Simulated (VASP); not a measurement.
Hg4Pt, 10 atoms in the cell. Symmetry: I4/mmm, No. 139, tetragonal system. The conventional cell has a = 6.167 Å, b = 6.167 Å, c = 6.266 Å, α = 90.00°, β = 90.00°, γ = 90.00°. Within 3.5 Å of Hg (site symmetry 2/m) lie 2 Pt at 2.68 Å and 6 Hg at 3.08 to 3.13 Å. Within 3.5 Å of Pt (site symmetry 4/mmm) lie 8 Hg at 2.68 Å.  This cell differs from its parent crystal: biaxial strain in the a-b plane: -1.0 %.

| Item | Value |
| --- | --- |
| Program | VASP 6.6.1 |
| Task | single point |
| Functional | PBEsol |
| Potentials or basis | VASP PAW PBE potentials, release 64 (Hg, Pt) |
| Cutoff | 520 eV |
| k mesh | 6 × 6 × 6 |
| Occupations | gaussian, width 0.1 eV |
| Spin | no spin polarisation |
| Dipole correction | no |
| Further INCAR settings | ALGO = Fast; EDIFF = 1e-06; NBANDS = 69 |

Potentials or basis: VASP PAW PBE potentials, release 64 (Hg, Pt).

Command:

```sh
$ cat potpaw_PBE.64/Hg/POTCAR potpaw_PBE.64/Pt/POTCAR > POTCAR
$ mpirun -np 1 vasp_std > vasp.out
```

Hardware: 1 thread of Intel Xeon 8259CL, with other jobs on the host.

Q: Estimate the wall time of this run.

A: It took 14 min on 1 thread of Intel Xeon 8259CL, on a shared host, peak memory 0.64 GiB. Counts: scf iterations 14, k points 40.
